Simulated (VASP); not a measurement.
Crystal: ZnTe3O.

```
Zn Te O
1.0
     3.16766   -5.23934    0.00000
     3.16766    5.23934    0.00000
     0.00000    0.00000    4.03986
Zn Te O
1 3 1
Direct
  0.00000 0.00000 0.00000
  0.00000 0.50000 0.50000
  0.50000 0.00000 0.50000
  0.50000 0.50000 0.50000
  0.00000 0.00000 0.50000
```

The cell was generated, and may not be a known phase.

| Quantity | Value |
| --- | --- |
| Program | VASP 6.6.1 |
| Task | relaxation of cell and atoms |
| Functional | PBE |
| Potentials or basis | VASP PAW PBE potentials, release 64 (Zn, Te, O) |
| Cutoff | 600 eV |
| k mesh | 4 × 4 × 4 |
| Occupations | gaussian, width 0.1 eV |
| Spin | no spin polarisation |

At the start: pressure -3.9 GPa; volume 26.82 Å³/atom.

How do energy, volume and symmetry change on relaxing?

Over 8 steps the energy falls by 210.4 meV/atom and the volume is 25.20 Å³/atom (-6.1 %); space group Cmmm (No. 65, to 0.1 Å) before, P6/mmm (No. 191, to 0.1 Å).

Step by step:
```
step  energy change (eV)  largest force (eV/Å)  pressure (GPa)  volume (Å³)
   1              0.0000                0.0000           -3.90       134.09
   2             -0.8506                0.0000            0.65       121.30
   3             -0.9096                0.0000            3.53       117.50
   4             -1.0380                0.0000            1.39       123.76
   5             -1.0385                0.0000            1.47       123.44
   6             -1.0355                0.0000           -1.14       127.54
   7             -1.0510                0.0000            0.21       125.33
   8             -1.0521                0.0000           -0.02       125.98
```

Final structure:
```yaml
crystal:
  lattice:
    - [3.25794, -5.58071, 0.00000]
    - [3.25794, 5.58071, 0.00000]
    - [0.00000, 0.00000, 3.46438]
  atoms:
    - { symbol: Zn, position: [0.00000, 0.00000, 0.00000] }
    - { symbol: Te, position: [0.00000, 0.50000, 0.50000] }
    - { symbol: Te, position: [0.50000, 0.00000, 0.50000] }
    - { symbol: Te, position: [0.50000, 0.50000, 0.50000] }
    - { symbol: O, position: [0.00000, 0.00000, 0.50000] }
```

Caveat: the k points lie up to 0.45 Å⁻¹ apart in the final cell, too coarse for converged energies and pressures of a metal.
